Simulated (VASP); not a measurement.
A run of VASP 6.6.1 is set up as follows.

File INCAR:

```
PREC     = Accurate       # precision mode
ENCUT    = 520            # plane-wave cutoff, eV
EDIFF    = 1E-6           # SCF threshold, eV
ISMEAR   = -1             # smearing method
SIGMA    = 0.05           # smearing width, eV
LREAL    = F              # projectors in reciprocal space
LASPH    = T              # aspherical terms in the spheres
NELM     = 150            # most SCF steps
ALGO     = Normal         # electronic algorithm
ISIF     = 2              # what is computed and relaxed
LWAVE    = F              # write WAVECAR
LCHARG   = F              # write CHGCAR
ISPIN    = 2              # spin polarisation
MAGMOM   = 0 0 0 0        # initial moments
LORBIT   = 11             # projections on sites
NUPDOWN  = 0.0            # fixed moment
LMAXMIX  = 4              # l up to which the mixer works
GGA      = PS             # functional
NBANDS   = 28             # bands
```

The input KPOINTS:

```
Automatic mesh
0
Gamma
  9 9 9
```

The input POSCAR:

```
VCrC2
1.0
    1.4606320425      0.8432963029      4.7393853233
   -1.4606320425      0.8432963029      4.7393853233
    0.0000000000     -1.6865926058      4.7393853233
Cr V C
1 1 2
Direct
    0.5000000000      0.5000000000      0.5000000000
    0.0000000000      0.0000000000      0.0000000000
    0.2487590000      0.2487590000      0.2487590000
    0.7512410000      0.7512410000      0.7512410000
```

Potentials or basis: VASP PAW PBE potentials, release 64 (Cr_pv, V_sv, C).

Launch:

```console
$ cat potpaw_PBE.64/Cr_pv/POTCAR potpaw_PBE.64/V_sv/POTCAR potpaw_PBE.64/C/POTCAR > POTCAR
$ mpirun -np 1 vasp_std > vasp.out
```

Q: Estimate the pressure.

A: -11.5 GPa.

Q: Estimate the largest force.

A: 0.019 eV/Å.

Stress tensor (GPa, compression positive):
```
-11.61   0.00   0.00
  0.00 -11.61   0.00
  0.00   0.00 -11.31
```

Caveat: the cell stands under tension; the PAW data sets were made with another functional, which shifts forces and pressure a little; the total moment is fixed, so each spin has its own Fermi level.
